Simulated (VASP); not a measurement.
The system is Si.

```xyz
2
Lattice="2.6895 0.0000 0.0000 -1.3448 2.3292 0.0000 0.0000 0.0000 4.5726" Properties=species:S:1:pos:R:3 pbc="T T T"
Si    0.0000    1.5528    1.1431
Si    1.3448    0.7764    3.4294
```

This isn't the form of Si at room conditions, which is diamond.

Base run:

- Program: VASP 6.6.1
- Functional: r2SCAN
- Potentials or basis: VASP PAW PBE potentials, release 64 (Si)
- Cutoff: 550 eV
- k mesh: 15 × 15 × 8
- Occupations: fermi-dirac, width 0.05 eV
- Spin: no spin polarisation

Its results: band gap on the k mesh zero (bands 4 and 5 overlap by 13.41 eV); pressure -3.8 GPa.

Q: The run is repeated on the same cell with these changes: functional from r2SCAN to PBEsol; cutoff from 550 eV to 500 eV. What comes out?

A: Band gap on the k mesh zero (bands 4 and 5 overlap by 12.50 eV); pressure -2.4 GPa.

Caveats: the PAW data sets were made with another functional, which shifts forces and pressure a little; the cell stands under tension (at least some runs).
